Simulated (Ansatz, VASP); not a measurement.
Two plane-wave programs on SiC

POSCAR

```
SiC
1.0
    0.0000000000      2.0000800000      2.0000800000
    2.0000800000      0.0000000000      2.0000800000
    2.0000800000      2.0000800000      0.0000000000
Si C
1 1
Direct
    0.0000000000      0.0000000000      0.0000000000
    0.7500000000      0.7500000000      0.7500000000
```

Contents of INCAR.step1:

```
SYSTEM = SiC
ALGO = Normal
EDIFF = 1E-4
ENCUT = 520
GGA = PE
ISMEAR = 0
LASPH = .True.
LCHARG = .False.
LREAL = .False.
LWAVE = .True.
NBANDS = 11
NELM = 60
PREC = Accurate
SIGMA = 0.05
```

File INCAR.step2:

```
SYSTEM = SiC
ALGO = Normal
EDIFF = 1E-7
ENCUT = 520
ISIF = 2
ISMEAR = 0
ISTART = 1
LASPH = .True.
LCHARG = .False.
LMIXTAU = .True.
LREAL = .False.
LWAVE = .False.
METAGGA = R2SCAN
NBANDS = 11
NELM = 60
PREC = Accurate
SIGMA = 0.05
```

Contents of KPOINTS:

```
k-points
0
Gamma
  12 12 12
  0 0 0
```

Input for Ansatz:

```yaml
crystal:
  lattice:
    - [0.0, 2.00008, 2.00008]
    - [2.00008, 0.0, 2.00008]
    - [2.00008, 2.00008, 0.0]
  atoms:
    - { symbol: Si, position: [0.0, 0.0, 0.0] }
    - { symbol: C, position: [0.75, 0.75, 0.75] }
basis:
  ecutwfc: 500
kpoints:
  mp_grid: { grid: [12, 12, 12] }
hamiltonian:
  xc: r2scan
scf:
  occupations: { method: gaussian, width: 0.05 }
output:
  forces: true
  stress: true
  eigenvalues: true
```

Change from the starting cell: strain -0.080 along x and y, -0.080 along z, atoms carried along.

Alike in both runs: task single point; functional r2SCAN; k mesh 12 × 12 × 12; occupations gaussian, width 0.05 eV; no spin polarisation.

```csv
,VASP,Ansatz
version,VASP 6.6.1,Ansatz 0.2.0
potentials or method,"VASP PAW PBE potentials, release 64 (Si, C), cutoff 520 eV","scalar-relativistic, plane waves, PAW"
valence electrons in the cell,8,8
```

|  | VASP | Ansatz | Ansatz less VASP |
| --- | --- | --- | --- |
| gap on the k mesh at the Fermi level (eV) | 1.52 | 1.50 | -0.021 |
| least direct gap on the mesh (eV) | 5.33 | 5.32 | -0.018 |
| pressure (GPa) | 93.7 | 94.2 | +0.50 |

VASP's potentials were made for PBE, not for r2SCAN. Both programs put the cell under a high pressure, so it lies far from rest at this level.

Noted on VASP's run: the cell as given lies far from equilibrium.
